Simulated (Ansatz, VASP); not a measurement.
**One calculation of Ca2Zr2N, two programs**

The input INCAR:

```
SYSTEM = Ca2Zr2N
  PREC = Accurate
  ENCUT = 600
  EDIFF = 1E-7
  ISMEAR = 0
  SIGMA = 0.1
  LREAL = .False.
  LASPH = .True.
  NELM = 100
  ALGO = Normal
  ISIF = 3
  LWAVE = .False.
  LCHARG = .False.
  GGA = PE
  IBRION = 2
  NSW = 90
  EDIFFG = -0.04
```

KPOINTS

```
regular mesh
0
Gamma
  6 6 6
  0 0 0
```

Contents of POSCAR:

```
Ca2Zr2N
1.0
   -2.5106414500      2.5106414500      4.1067892900
    2.5106414500     -2.5106414500      4.1067892900
    2.5106414500      2.5106414500     -4.1067892900
Ca Zr N
2 2 1
Direct
    0.7500000000      0.2500000000      0.5000000000
    0.2500000000      0.7500000000      0.5000000000
    0.7370683500      0.7370683500      0.0000000000
    0.2629316500      0.2629316500      0.0000000000
    0.0000000000      0.0000000000      0.0000000000
```

Input for Ansatz:

```yaml
crystal:
  lattice:
    - [-2.51064145, 2.51064145, 4.10678929]
    - [2.51064145, -2.51064145, 4.10678929]
    - [2.51064145, 2.51064145, -4.10678929]
  atoms:
    - { symbol: Ca, position: [0.75, 0.25, 0.5] }
    - { symbol: Ca, position: [0.25, 0.75, 0.5] }
    - { symbol: Zr, position: [0.73706835, 0.73706835, 0.0] }
    - { symbol: Zr, position: [0.26293165, 0.26293165, 0.0] }
    - { symbol: "N", position: [0.0, 0.0, 0.0] }
basis:
  ecutwfc: 420
kpoints:
  mp_grid: { grid: [6, 6, 6] }
hamiltonian:
  xc: pbe
scf:
  occupations: { method: gaussian, width: 0.1 }
  lower_state_search: "off"
output:
  forces: true
  stress: true
  eigenvalues: true
relax:
  adjacent_minimum: "off"
  f_tol: 0.04
  max_steps: 70
  cell: { stress_tol: 0.4 }
```

Alike in both runs: task relaxation of cell and atoms; functional PBE; k mesh 6 × 6 × 6; occupations gaussian, width 0.1 eV; no spin polarisation.

|  | VASP | Ansatz |
| --- | --- | --- |
| version | VASP 6.6.1 | Ansatz 0.2.0 |
| potentials or method | VASP PAW PBE potentials, release 64 (Ca_sv, Zr_sv, N), cutoff 600 eV | scalar-relativistic, plane waves, PAW |
| valence electrons in the cell | 49 | 49 |

```tsv
	VASP	Ansatz	Ansatz less VASP
gap on the k mesh at the Fermi level, each at its own relaxed structure (eV)	none	none	-
relaxed volume (Å³/atom)	30.07	30.87	+0.796
relaxed length of the cell vector where the two differ most in proportion (Å)	5.807	5.856	+0.0485
```

A gap of «none» marks a metal or a gap that the smearing closes.

Noted on VASP's run: the volume moved by over 15 % at a fixed basis, so the end points are rough.
